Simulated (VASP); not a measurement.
# Ti (P6_3/mmc) in VASP: notebook

Ti is run at these levels: PBE; tasks: single point.

Everything below comes from runs of VASP 6.6.1. Logs are shortened: lines on timing, memory, paths and dates and some standing lists are left out, and cuts for length are marked.

## 1. The cell of the first run

It takes space group P6_3/mmc (No. 194, hexagonal). The conventional cell has a = 2.936 Å, b = 2.936 Å, c = 4.641 Å, α = 90.00°, β = 90.00°, γ = 120.00°. Within 3.8 Å of Ti (site symmetry -6m2) lie 12 Ti at 2.87 to 2.94 Å.

## 2. Single point, PBE

INCAR

```
SYSTEM = Ti
  PREC = Accurate
  ENCUT = 520
  EDIFF = 1E-6
  ISMEAR = 0
  SIGMA = 0.1
  LREAL = .False.
  LASPH = .True.
  NELM = 100
  ALGO = Normal
  ISIF = 2
  LWAVE = .False.
  LCHARG = .False.
  GGA = PE
  NBANDS = 19
```

KPOINTS

```
Automatic mesh
0
Gamma
  9 9 4
  0 0 0
```

POSCAR

```
Ti
1.0
    2.9357319200      0.0000000000      0.0000000000
   -1.4678659600      2.5424184200      0.0000000000
    0.0000000000      0.0000000000      4.6408561500
Ti
2
Direct
    0.3333333300      0.6666666700      0.2500000000
    0.6666666700      0.3333333300      0.7500000000
```

Potentials or basis: VASP PAW PBE potentials, release 64 (Ti_sv).

Command:

```
$ cat potpaw_PBE.64/Ti_sv/POTCAR > POTCAR
$ mpirun -np 1 vasp_std > vasp.out
```

OUTCAR:

```text
SYSTEM = Ti
   PREC = Accurate
   ENCUT = 520
   EDIFF = 1E-6
   ISMEAR = 0
   LREAL = .False.
   LASPH = .True.
   NELM = 100
   ISIF = 2
   GGA = PE

 ion  position               nearest neighbor table
   1  0.333  0.667  0.250-   2 2.87   2 2.87   2 2.87   2 2.87   2 2.87   2 2.87
   2  0.667  0.333  0.750-   1 2.87   1 2.87   1 2.87   1 2.87   1 2.87   1 2.87

  LATTYP: Found a hexagonal cell.
 ALAT       =     2.9357319200
 C/A-ratio  =     1.5808174167

  Lattice vectors:

 A1 = (   2.9357319200,   0.0000000000,   0.0000000000)
 A2 = (  -1.4678659600,   2.5424184200,   0.0000000000)
 A3 = (   0.0000000000,   0.0000000000,   4.6408561500)

Analysis of symmetry for initial positions (statically):
=====================================================================
 Subroutine PRICEL returns:
 Original cell was already a primitive cell.

 Routine SETGRP: Setting up the symmetry group for a
 hexagonal supercell.

 Subroutine GETGRP returns: Found 24 space group operations
 (whereof 12 operations were pure point group operations)
 out of a pool of 24 trial point group operations.

The static configuration has the point symmetry D_3d.
 The point group associated with its full space group is D_6h.

Analysis of symmetry for dynamics (positions and initial velocities):
=====================================================================
 Subroutine PRICEL returns:
 Original cell was already a primitive cell.

 Routine SETGRP: Setting up the symmetry group for a
 hexagonal supercell.

 Subroutine GETGRP returns: Found 24 space group operations
 (whereof 12 operations were pure point group operations)
 out of a pool of 24 trial point group operations.

The dynamic configuration has the point symmetry D_3d.
 The point group associated with its full space group is D_6h.

 Subroutine INISYM returns: Found 24 space group operations
 (whereof 12 operations are pure point group operations),
 and found     1 'primitive' translations

----------------------------------------------------------------------------------------

                                     Primitive cell

  volume of cell :      34.6387

  direct lattice vectors                    reciprocal lattice vectors
     2.935731920  0.000000000  0.000000000     0.340630557  0.196663144  0.000000000
    -1.467865960  2.542418420  0.000000000     0.000000000  0.393326288  0.000000000
     0.000000000  0.000000000  4.640856150     0.000000000  0.000000000  0.215477483

  length of vectors
     2.935731920  2.935731919  4.640856150     0.393326288  0.393326288  0.215477483

  position of ions in fractional coordinates (direct lattice)
     0.333333330  0.666666670  0.250000000
     0.666666670  0.333333330  0.750000000

  ion indices of the primitive-cell ions
   primitive index   ion index
                 1           1
                 2           2

----------------------------------------------------------------------------------------

 KPOINTS: Automatic mesh

Automatic generation of k-mesh.
 Grid dimensions read from file:
 generate k-points for:    9    9    4

 Generating k-lattice:

  Cartesian coordinates                     Fractional coordinates (reciprocal lattice)
     0.037847840  0.021851460  0.000000000     0.111111111 -0.000000000  0.000000000
     0.000000000  0.043702921  0.000000000     0.000000000  0.111111111  0.000000000
     0.000000000  0.000000000  0.053869371     0.000000000  0.000000000  0.250000000

  Length of vectors
     0.043702921  0.043702921  0.053869371

  Shift w.r.t. Gamma in fractional coordinates (k-lattice)
     0.000000000  0.000000000  0.000000000

 Subroutine IBZKPT returns following result:
 ===========================================

 Found     36 irreducible k-points:

 Following reciprocal coordinates:
            Coordinates               Weight
  0.000000  0.000000  0.000000      1.000000
  0.111111 -0.000000  0.000000      6.000000
  0.222222 -0.000000  0.000000      6.000000
  0.333333 -0.000000  0.000000      6.000000
  0.444444 -0.000000  0.000000      6.000000
  0.111111  0.111111  0.000000      6.000000
[... 16 lines left out ...]
  0.333333  0.222222  0.250000     24.000000
  0.333333  0.333333  0.250000      4.000000
 [... further k-points ...]
   k-points           NKPTS =     36   k-points in BZ     NKDIM =     36   number of bands    NBANDS=     19
   number of dos      NEDOS =    301   number of ions     NIONS =      2
   total plane-waves  NPLWV =  20736
   dimension x,y,z NGX =    24 NGY =   24 NGZ =   36
   dimension x,y,z NGXF=    48 NGYF=   48 NGZF=   72
   ions per type =               2
   NGX,Y,Z   is equivalent  to a cutoff of  13.59, 13.59, 12.90 a.u.
   NGXF,Y,Z  is equivalent  to a cutoff of  27.18, 27.18, 25.79 a.u.
 SYSTEM =  Ti
   PREC   = accura    normal or accurate (medium, high low for compatibility)
   ISTART =      0    job   : 0-new  1-cont  2-samecut
   ICHARG =      2    charge: 1-file 2-atom 10-const
   ISPIN  =      1    spin polarized calculation?
   LNONCOLLINEAR =      F non collinear calculations
   LSORBIT =      F    spin-orbit coupling
   LASPH  =      T    aspherical Exc in radial PAW
   ENCUT  =  520.0 eV  38.22 Ry    6.18 a.u.   5.46  5.46  8.63*2*pi/ulx,y,z
   NELM   =    100;   NELMIN=  2; NELMDL= -5     # of ELM steps
   EDIFF  = 0.1E-05   stopping-criterion for ELM
   LREAL  =      F    real-space projection
   EDIFFG = 0.1E-04   stopping-criterion for IOM
   NSW    =      0    number of steps for IOM
   IBRION =     -1    ionic relax: 0-MD 1-quasi-New 2-CG
   NFREE  =      0    steps in history (QN), initial steepest desc. (CG)
   ISIF   =      2    stress and relaxation
   ISYM   =      2    0-nonsym 1-usesym 2-fastsym
   POTIM  = 0.5000    time-step for ionic-motion
   TEBEG  =    0.0;   TEEND  =   0.0 temperature during run
   PSTRESS=    0.0 pullay stress
   NELECT =      24.0000    total number of electrons
   NUPDOWN=      -1.0000    fix difference up-down
   EMIN   =  10.00;   EMAX   =-10.00  energy-range for DOS
   EFERMI =   0.00;   METHOD = LEGACY
   ISMEAR =     0;   SIGMA  =   0.10  broadening in eV -4-tet -1-fermi 0-gaus
   EFERMI_NEDOS =   21; number of points for ismear=-14 and -15
   IALGO  =     38    algorithm
   IMIX   =      4    mixing-type and parameters
     AMIX     =   0.40;   BMIX     =  1.00
     AMIX_MAG =   1.60;   BMIX_MAG =  1.00
  volume/ion in A,a.u.               =      17.32       116.88
  Fermi-wavevector in a.u.,A,eV,Ry     =   1.448632  2.737518 28.552297  2.098535
  Thomas-Fermi vector in A             =   2.566451
   LORBIT       =      0    0 simple, 1 ext, 2 COOP (PROOUT), +10 PAW based schemes
   GGA     = PE    functional components
   LHFCALC =     F    Hartree Fock is set to
   AEXX    =    0.0000 exact exchange contribution
   IVDW    =     0    specifies the selected vdW correction
   LEPSILON=     F    determine dielectric tensor
   LRPA    =     F    only Hartree local field effects (RPA)
 non-spin polarized calculation
 Gauss-broadening in eV      SIGMA  =   0.10
  energy-cutoff  :      520.00
  volume of cell :       34.64
 maximum number of plane-waves:       965
 NGX is ok and might be reduce to    24
   NGX = 11   NGY = 11   NGZ = 17

 number of electron      24.0000002 magnetization

 Free energy of the ion-electron system (eV)
  ---------------------------------------------------
  ext. energy  EPLUGINS =         0.00000000
  ---------------------------------------------------
  free energy    TOTEN  =       -15.68684464 eV

  energy without entropy =      -15.67891671  energy(sigma->0) =      -15.68288067

 E-fermi :   8.3395     XC(G=0): -11.5106

 val. band max:        8.2859155047   @ k =   0.1111   0.1111   0.2500
 cond. band min:       8.3474931490   @ k =   0.2222   0.2222   0.5000
 fundamental gap:      0.0615776443
 Fermi energy:         8.3394726605

 k-point     1 :       0.0000    0.0000    0.0000
  band No.  band energies     occupation
      1     -48.4902      2.00000
      2     -48.3510      2.00000
      3     -25.0825      2.00000
      4     -24.4341      2.00000
      5     -24.4341      2.00000
      6     -24.3653      2.00000
[... 11 lines left out ...]
     18       9.9856      0.00000
     19      11.5280      0.00000

 k-point     2 :       0.1111   -0.0000    0.0000
  band No.  band energies     occupation
      1     -48.4782      2.00000
      2     -48.3464      2.00000
      3     -25.0554      2.00000
      4     -24.4886      2.00000
      5     -24.4523      2.00000
      6     -24.3881      2.00000
[... 11 lines left out ...]
     18       9.8579      0.00000
     19      11.6231      0.00000

 k-point     3 :       0.2222   -0.0000    0.0000
  band No.  band energies     occupation
      1     -48.4465      2.00000
      2     -48.3358      2.00000
      3     -24.9811      2.00000
      4     -24.6280      2.00000
      5     -24.5263      2.00000
      6     -24.4961      2.00000
[... 11 lines left out ...]
     18      10.4406      0.00000
     19      11.7854      0.00000

 k-point     4 :       0.3333   -0.0000    0.0000
  band No.  band energies     occupation
      1     -48.4071      2.00000
      2     -48.3270      2.00000
      3     -24.8796      2.00000
      4     -24.7885      2.00000
      5     -24.6759      2.00000
      6     -24.5434      2.00000
[... 407 lines left out ...]
     18      11.7554      0.00000
     19      12.3389      0.00000

 k-point    23 :       0.3333    0.2222    0.2500
  band No.  band energies     occupation
      1     -48.3554      2.00000
      2     -48.3332      2.00000
      3     -24.8959      2.00000
      4     -24.8370      2.00000
      5     -24.7077      2.00000
      6     -24.5942      2.00000
[... 11 lines left out ...]
     18      11.8608      0.00000
     19      13.3718      0.00000

 k-point    24 :       0.3333    0.3333    0.2500
  band No.  band energies     occupation
      1     -48.3401      2.00000
      2     -48.3401      2.00000
      3     -24.8318      2.00000
      4     -24.8318      2.00000
      5     -24.7858      2.00000
      6     -24.6211      2.00000
[... 11 lines left out ...]
     18      11.4949      0.00000
     19      14.8994      0.00000

 [... further k-points ...]

------------------------ aborting loop because EDIFF is reached ----------------------------------------

  FORCE on cell =-STRESS in cart. coord.  units (eV):
  Direction    XX          YY          ZZ          XY          YZ          ZX
  --------------------------------------------------------------------------------------
  -------------------------------------------------------------------------------------
  Total        0.0757226      0.0757226     -0.0833707      0.0000000      0.0000000      0.0000000
  in kB        3.5024703      3.5024703     -3.8562258      0.0000000      0.0000000      0.0000000
  external PRESSURE =       1.0495716 kB  Pullay stress =       0.0000000 kB

 VOLUME and BASIS-vectors are now :
 -----------------------------------------------------------------------------
  energy-cutoff  :      520.00
  volume of cell :       34.64
      direct lattice vectors                 reciprocal lattice vectors
     2.935731920  0.000000000  0.000000000     0.340630557  0.196663144  0.000000000
    -1.467865960  2.542418420  0.000000000     0.000000000  0.393326288  0.000000000
     0.000000000  0.000000000  4.640856150     0.000000000  0.000000000  0.215477483

 POSITION                                       TOTAL-FORCE (eV/Angst)
 -----------------------------------------------------------------------------------
     -0.00000      1.69495      1.16021        -0.000000     -0.000000      0.000000
      1.46787      0.84747      3.48064         0.000000      0.000000      0.000000
 -----------------------------------------------------------------------------------
    total drift:                               -0.000009      0.000005     -0.000000

  FREE ENERGIE OF THE ION-ELECTRON SYSTEM (eV)
  ---------------------------------------------------
  free  energy   TOTEN  =       -15.6868446390 eV

  energy  without entropy=      -15.6789167071  energy(sigma->0) =      -15.68288067
```

It took 16 s on 1 thread of AMD EPYC 7R13 (Zen 3), shared host; peak memory 0.13 GiB.

Results:

```yaml
Free_energy: -15.6868 eV
Pressure: 0.1 GPa
Band_gap_on_the_k_mesh: zero (band 12 reaches 9.14 eV, above the bottom of band 13 at 8.15 eV)
```

Stress tensor (GPa, compression positive):
```
 0.35  0.00  0.00
 0.00  0.35  0.00
 0.00  0.00 -0.39
```

## 3. Single point, PBE

This run uses another cell than the first one, of 17.39 Å³/atom, 1.004 times its volume.

INCAR

```
SYSTEM = Ti
  PREC = Accurate
  ENCUT = 520
  EDIFF = 1E-6
  ISMEAR = 0
  SIGMA = 0.1
  LREAL = .FALSE.
  LASPH = .TRUE.
  NELM = 60
  ALGO = Fast
  ISIF = 2
  LWAVE = .FALSE.
  LCHARG = .FALSE.
  GGA = PE
  NBANDS = 19
```

KPOINTS

```
regular mesh
0
G
  18 18 10
  0 0 0
```

POSCAR

```
Ti
1.0
    2.9387708431      0.0000000000      0.0000000000
   -1.4693854216      2.5450502060      0.0000000000
    0.0000000000      0.0000000000      4.6492310974
Ti
2
Direct
    0.3333333333      0.6666666667      0.2500000000
    0.6666666667      0.3333333333      0.7500000000
```

Potentials or basis: VASP PAW PBE potentials, release 64 (Ti_sv).

Command:

```
$ cat potpaw_PBE.64/Ti_sv/POTCAR > POTCAR
$ mpirun -np 1 vasp_std > vasp.out
```

Run time: 4.8 min. Hardware: 1 thread of AMD EPYC 7R13 (Zen 3), shared host; peak memory 0.21 GiB.

It converged, with:

```yaml
Free_energy: -15.6773 eV
Pressure: -0.5 GPa
Band_gap_on_the_k_mesh: zero (band 12 reaches 9.10 eV, above the bottom of band 13 at 8.00 eV)
```

Levels at points of the mesh, in eV from the Fermi level:
```
           k point  band 9  band 10  band 11  band 12  band 13  band 14  band 15  band 16
(0.00, 0.00, 0.00)   -6.22    -2.70     0.76     0.76     0.77     0.88     1.26     1.26
(0.50, 0.00, 0.00)   -2.36    -2.16    -1.85    -0.65     0.46     0.62     1.17     3.32
(0.00, 0.00, 0.50)   -4.36    -4.36     0.08     0.08     0.67     0.67     0.67     0.67
(0.50, 0.00, 0.50)   -2.55    -2.55    -0.82    -0.82     1.31     1.31     1.71     1.71
```
